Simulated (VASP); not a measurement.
Runs of VASP 6.6.1 on NaI. The structure is cubic, space group Fm-3m (No. 225). Conventional cell: a = 6.459 Å, b = 6.459 Å, c = 6.459 Å, α = 90.00°, β = 90.00°, γ = 90.00°. Na (site symmetry m-3m) has 6 I at 3.23 Å within 4.2 Å. Within 4.2 Å of I (site symmetry m-3m) lie 6 Na at 3.23 Å. 

```csv
level,potentials or basis,spin,k mesh,smearing,gap on the mesh (eV),pressure (GPa)
PBE,"VASP PAW PBE potentials, release 64 (Na_pv, I)",off,4 × 4 × 4,gaussian 0.01 eV,3.66,0.6
r2SCAN,"VASP PAW PBE potentials, release 64 (Na_pv, I)",off,8 × 8 × 8,gaussian 0.01 eV,(a),-0.1
PBE,"VASP PAW PBE potentials, release 64 (Na_pv, I)","non-collinear, zero start, SOC",8 × 8 × 8,gaussian 0.01 eV,-,0.6
PBE,"VASP PAW PBE potentials, release 64 (Na_pv, I)",off,8 × 8 × 8,fermi-dirac 0.02 eV,3.66,0.6
LDA,"VASP PAW LDA potentials, release 64 (Na_pv, I)",off,8 × 8 × 8,gaussian 0.01 eV,3.36,-1.5
```

Alike in all rows: task single point; cell as given; cutoff (eV) 520.

Task: Fill in the values left out.

Result: (a) 4.46.

Caveats: some runs use coarse meshes; spin-orbit coupling is left out, which moves the levels of the heavy elements (some runs); the PAW data sets were made with another functional, which shifts forces and pressure a little (some runs).

A k mesh can miss the band edges, and rows without SOC leave out spin-orbit coupling on I.
